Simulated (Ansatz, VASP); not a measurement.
One calculation of InAs4, two programs

```
In As
1.0
     3.44362   -0.03350   -0.01571
     0.05382    5.62701   -0.00507
     0.05578    0.01619   11.25844
In As
2 8
Direct
  0.50012 0.49996 0.24998
  0.49987 0.50007 0.75004
  0.99962 0.29021 0.05910
  0.99983 0.29009 0.55914
  0.00215 0.11855 0.35493
  0.99982 0.11863 0.85487
  0.99944 0.88149 0.14512
  0.99861 0.88130 0.64508
  0.00016 0.70976 0.44087
  0.00039 0.70993 0.94087
```

Change from the starting cell: the structure that the rattled cell fell into.

Alike in both runs: functional PBE; dispersion D3(BJ); k mesh 6 × 4 × 2; occupations gaussian, width 0.1 eV; no spin polarisation.

Ansatz relaxed the structure, and its values are those at the end. VASP's run is a single point on that final structure, the one shown.

```csv
,VASP,Ansatz
version,VASP 6.6.1,Ansatz 0.2.0
potentials or method,"VASP PAW PBE potentials, release 64 (In_d, As), cutoff 520 eV","scalar-relativistic, plane waves, PAW"
valence electrons in the cell,66,146
```

```csv
,VASP,Ansatz,Ansatz less VASP
gap on the k mesh at the Fermi level (eV),none,none,-
pressure (GPa),0.2,0.0,-0.18
rms of the force components (eV/Å),0.024,0.006,-0.0181
```

A gap of «none» marks a metal or a gap that the smearing closes. VASP's potentials hold 66 valence electrons a cell and Ansatz's 146, so a difference there can come from the potentials and not from the codes.
